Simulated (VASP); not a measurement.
# Cu2O (v.b) (Pn-3m) in VASP: notebook, part 2 of 2

VASP 6.6.1.

**3. Single point, PBE**

This run uses another cell than the first one, of 13.24 Å³/atom, 1.035 times its volume.

INCAR

```
ALGO = Normal
EDIFF = 1E-6
ENCUT = 600
GGA = PE
GGA_COMPAT = False
ISIF = 2
ISMEAR = 0
LASPH = True
LCHARG = False
LREAL = False
LWAVE = False
NBANDS = 37
NELM = 120
PREC = Accurate
SIGMA = 0.02
```

KPOINTS

```
k-points
0
Gamma
  8 8 8
```

POSCAR

```
Cu2O
1.0
    4.2989503982      0.0000000000      0.0000000000
    0.0000000000      4.2989503982      0.0000000000
    0.0000000000      0.0000000000      4.2989503982
Cu O
4 2
Direct
    0.2500000000      0.2500000000      0.2500000000
    0.7500000000      0.7500000000      0.2500000000
    0.7500000000      0.2500000000      0.7500000000
    0.2500000000      0.7500000000      0.7500000000
    0.0000000000      0.0000000000      0.0000000000
    0.5000000000      0.5000000000      0.5000000000
```

Potentials or basis: VASP PAW PBE potentials, release 64 (Cu, O).

Command:

```sh
$ cat potpaw_PBE.64/Cu/POTCAR potpaw_PBE.64/O/POTCAR > POTCAR
$ mpirun -np 1 vasp_std > vasp.out
```

OUTCAR:

```text
EDIFF = 1E-6
   ENCUT = 600
   GGA = PE
   ISIF = 2
   ISMEAR = 0
   LASPH = True
   LREAL = False
   NELM = 120
   PREC = Accurate

 ion  position               nearest neighbor table
   1  0.250  0.250  0.250-   5 1.86   6 1.86
   2  0.750  0.750  0.250-   5 1.86   6 1.86
   3  0.750  0.250  0.750-   5 1.86   6 1.86
   4  0.250  0.750  0.750-   5 1.86   6 1.86
   5  0.000  0.000  0.000-   1 1.86   2 1.86   3 1.86   4 1.86
   6  0.500  0.500  0.500-   1 1.86   2 1.86   3 1.86   4 1.86

  LATTYP: Found a simple cubic cell.
 ALAT       =     4.2989503982

  Lattice vectors:

 A1 = (   4.2989503982,   0.0000000000,   0.0000000000)
 A2 = (   0.0000000000,   4.2989503982,   0.0000000000)
 A3 = (   0.0000000000,   0.0000000000,   4.2989503982)

Analysis of symmetry for initial positions (statically):
=====================================================================
 Subroutine PRICEL returns:
[... 179 lines left out ...]

  energy without entropy =      -27.29237497  energy(sigma->0) =      -27.29237497

 E-fermi :   4.6013     XC(G=0): -10.8990

 val. band max:        4.4700661112   @ k =   0.0000   0.0000   0.0000
 cond. band min:       4.9491907632   @ k =   0.0000   0.0000   0.0000
 fundamental gap:      0.4791246520
 Fermi energy:         4.6013387213

 k-point     1 :       0.0000    0.0000    0.0000
  band No.  band energies     occupation
      1     -15.4668      2.00000
      2     -14.7800      2.00000
      3      -2.5448      2.00000
      4      -2.5448      2.00000
      5      -2.5448      2.00000
      6      -0.2228      2.00000
[... 949 lines left out ...]
     36      13.6429      0.00000
     37      14.9321      0.00000

 [... further k-points ...]

------------------------ aborting loop because EDIFF is reached ----------------------------------------

  FORCE on cell =-STRESS in cart. coord.  units (eV):
  Direction    XX          YY          ZZ          XY          YZ          ZX
  --------------------------------------------------------------------------------------
  -------------------------------------------------------------------------------------
  Total        0.2861788      0.2861788      0.2861788     -0.0000000      0.0000000      0.0000000
  in kB        5.7711278      5.7711278      5.7711278     -0.0000000      0.0000000      0.0000000
  external PRESSURE =       5.7711278 kB  Pullay stress =       0.0000000 kB

 VOLUME and BASIS-vectors are now :
 -----------------------------------------------------------------------------
  energy-cutoff  :      600.00
  volume of cell :       79.45
      direct lattice vectors                 reciprocal lattice vectors
     4.298950398  0.000000000  0.000000000     0.232614919  0.000000000  0.000000000
     0.000000000  4.298950398  0.000000000     0.000000000  0.232614919  0.000000000
     0.000000000  0.000000000  4.298950398     0.000000000  0.000000000  0.232614919

 POSITION                                       TOTAL-FORCE (eV/Angst)
 -----------------------------------------------------------------------------------
      1.07474      1.07474      1.07474         0.000000     -0.000000     -0.000000
      3.22421      3.22421      1.07474         0.000000      0.000000     -0.000000
      3.22421      1.07474      3.22421        -0.000000     -0.000000      0.000000
      1.07474      3.22421      3.22421        -0.000000      0.000000      0.000000
      0.00000      0.00000      0.00000         0.000000      0.000000      0.000000
      2.14948      2.14948      2.14948         0.000000      0.000000     -0.000000
 -----------------------------------------------------------------------------------
    total drift:                                0.000000      0.000000      0.000000

  FREE ENERGIE OF THE ION-ELECTRON SYSTEM (eV)
  ---------------------------------------------------
  free  energy   TOTEN  =       -27.2923749658 eV

  energy  without entropy=      -27.2923749658  energy(sigma->0) =      -27.29237497
```

stdout:

```text
POSCAR found type information on POSCAR CuO
 POSCAR found :  2 types and       6 ions
 scaLAPACK will be used
 LDA part: xc-table for (Slater+PW92), standard interpolation
 POSCAR, INCAR and KPOINTS ok, starting setup
 FFT: planning ... GRIDC
 FFT: planning ... GRID_SOFT
 FFT: planning ... GRID
 WAVECAR not read
 entering main loop
```

It took 3.6 min on 1 thread of Intel Xeon 8259CL, shared host; peak memory 0.26 GiB.

What came out:

* Free energy: -27.2924 eV
* Pressure: 0.6 GPa
* Band gap on the k mesh: 0.48 eV, direct

Levels at points of the mesh, in eV from the valence-band top:
```csv
k point,band 26,band 27,band 28,band 29,band 30,band 31
"(0.00, 0.00, 0.00)",0.00,0.00,0.00,0.48,1.35,1.35
"(0.50, 0.00, 0.00)",-1.15,-0.38,-0.38,2.20,2.20,4.25
"(0.50, 0.50, 0.00)",-1.16,-0.63,-0.63,1.91,1.91,3.81
"(0.50, 0.50, 0.50)",-0.55,-0.55,-0.55,2.51,2.51,2.51
```
